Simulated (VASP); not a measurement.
# Se: single point with revPBE

The system is Se.

```
CELL_PARAMETERS angstrom
0.00000 3.19632 3.19632
3.19632 0.00000 3.19632
3.19632 3.19632 0.00000
ATOMIC_POSITIONS crystal
Se 0.12500 0.12500 0.12500
Se 0.87500 0.87500 0.87500
```

```
Program             : VASP 6.6.1
Task                : single point
Functional          : revPBE
Potentials or basis : VASP PAW PBE potentials, release 64 (Se)
Cutoff              : 520 eV
k mesh              : 14 × 14 × 14
Occupations         : fermi-dirac, width 0.1 eV
Spin                : no spin polarisation
```

```json
{
 "Pressure": "0.0 GPa",
 "Band gap on the k mesh": "zero (band 6 reaches 2.17 eV, above the bottom of band 7 at 1.15 eV)"
}
```

Levels at points of the mesh, in eV from the Fermi level:
```tsv
k point	band 3	band 4	band 5	band 6	band 7	band 8	band 9	band 10
(0.00, 0.00, 0.00)	-3.29	-3.29	-3.29	-0.71	-0.71	-0.71	4.69	7.72
(0.50, 0.00, 0.00)	-3.96	-3.96	-3.93	0.32	0.32	1.52	7.08	7.16
(0.50, 0.50, 0.00)	-4.68	-4.68	-1.83	-1.83	2.02	2.02	6.36	6.36
```

It took 82 s on 1 thread of Intel Xeon 6975P-C, on a shared host, peak memory 0.24 GiB.

Caveat: the PAW data sets were made with another functional, which shifts forces and pressure a little.
